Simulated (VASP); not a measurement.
Write the native input for VASP 6.6.1 that does the following.

```yaml
Task: single point
Functional: PBEsol
Potentials_or_basis: VASP PAW PBE potentials, release 64 (Al, Ni)
Cutoff: 520 eV
k_mesh: 20 × 20 × 20
Occupations: gaussian, width 0.15 eV
Spin: no spin polarisation
Dipole_correction: no
Further_INCAR_settings: ALGO = Fast; EDIFF = 1e-07; NBANDS = 14
```

The structure of AlNi lies in POSCAR:

```
AlNi
1.0
    2.0516480084     -2.0516700351      0.0000000000
    2.0516480084      2.0516700351      0.0000000000
    0.0000000000      0.0000000000      2.9124499431
Al Ni
1 1
Direct
    0.0000000000      0.0000000000      0.0000000000
    0.5000000000      0.5000000000      0.5000000000
```

This cell differs from its parent crystal: strain +0.015 along x and y, +0.015 along z.

These files were run (other wordings do the same):

INCAR

```
SYSTEM = AlNi
PREC = Accurate
ENCUT = 520
EDIFF = 1E-7
ISMEAR = 0
SIGMA = 0.15
LREAL = .False.
LASPH = .True.
NELM = 100
ALGO = Fast
ISIF = 2
LWAVE = .False.
LCHARG = .False.
GGA = PS
NBANDS = 14
```

KPOINTS

```
Automatic mesh
0
Gamma
  20 20 20
  0 0 0
```

Potentials or basis: VASP PAW PBE potentials, release 64 (Al, Ni).

Command:

```sh
$ cat potpaw_PBE.64/Al/POTCAR potpaw_PBE.64/Ni/POTCAR > POTCAR
$ mpirun -np 1 vasp_std > vasp.out
```

It gave:

- Pressure: -7.2 GPa

Caveat: the cell differs from its parent crystal (strain +0.015 along x and y, +0.015 along z); the PAW data sets were made with another functional, which shifts forces and pressure a little.

It took 2.2 min on 1 thread of Intel(R) Xeon(R) 6975P-C (Granite Rapids), with other jobs on the host, peak memory 0.51 GiB.
